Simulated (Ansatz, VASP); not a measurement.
## Two plane-wave programs on HgTe

The input INCAR:

```
PREC = Accurate ; ENCUT = 600
EDIFF = 1E-6 ; ISMEAR = 0
SIGMA = 0.1 ; LREAL = False
LASPH = True ; NELM = 100
ALGO = Normal ; ISIF = 3
LWAVE = False ; LCHARG = False
GGA = PS ; IBRION = 2
NSW = 100 ; EDIFFG = -0.005
```

The input KPOINTS:

```
Automatic mesh
0
Gamma
  12 12 12
```

The input POSCAR:

```
HgTe
1.0
    0.0000000000      3.2234988908      3.2234988908
    3.2234988908      0.0000000000      3.2234988908
    3.2234988908      3.2234988908      0.0000000000
Hg Te
1 1
Direct
    0.0000000000      0.0000000000      0.0000000000
    0.2500000000      0.2500000000      0.2500000000
```

Input for Ansatz:

```yaml
crystal:
  lattice:
    - [0.0, 3.2234988908, 3.2234988908]
    - [3.2234988908, 0.0, 3.2234988908]
    - [3.2234988908, 3.2234988908, 0.0]
  atoms:
    - { symbol: Hg, position: [0.0, 0.0, 0.0] }
    - { symbol: Te, position: [0.25, 0.25, 0.25] }
basis:
  ecutwfc: 420
kpoints:
  mp_grid: { grid: [12, 12, 12] }
hamiltonian:
  xc: pbesol
scf:
  occupations: { method: gaussian, width: 0.1 }
output:
  forces: true
  stress: true
  eigenvalues: true
relax:
  adjacent_minimum: "off"
  f_tol: 0.005
  max_steps: 80
  cell: { stress_tol: 0.05 }
```

Alike in both runs: task relaxation of cell and atoms; functional PBEsol; k mesh 12 × 12 × 12; occupations gaussian, width 0.1 eV; no spin polarisation.

|  | VASP | Ansatz |
| --- | --- | --- |
| version | VASP 6.6.1 | Ansatz 0.2.0 |
| potentials or method | VASP PAW PBE potentials, release 64 (Hg, Te), cutoff 600 eV | scalar-relativistic, plane waves, PAW |
| valence electrons in the cell | 18 | 36 |

Ansatz gave:

- gap on the k mesh at the Fermi level, each at its own relaxed structure (eV): none
- relaxed volume (Å³/atom): 34.51
- relaxed cell length with the largest relative difference (Å): 4.605

Question: Which values does VASP return?

Answer: gap on the k mesh at the Fermi level, each at its own relaxed structure (eV): none; relaxed volume (Å³/atom): 34.58; relaxed cell length with the largest relative difference (Å): 4.607.

VASP's potentials were made for PBE, not for PBEsol. A gap of «none» marks a metal or a gap that the smearing closes. VASP's potentials hold 18 valence electrons a cell and Ansatz's 36, so a difference there can come from the potentials and not from the codes.

Neither program's run includes spin-orbit coupling.
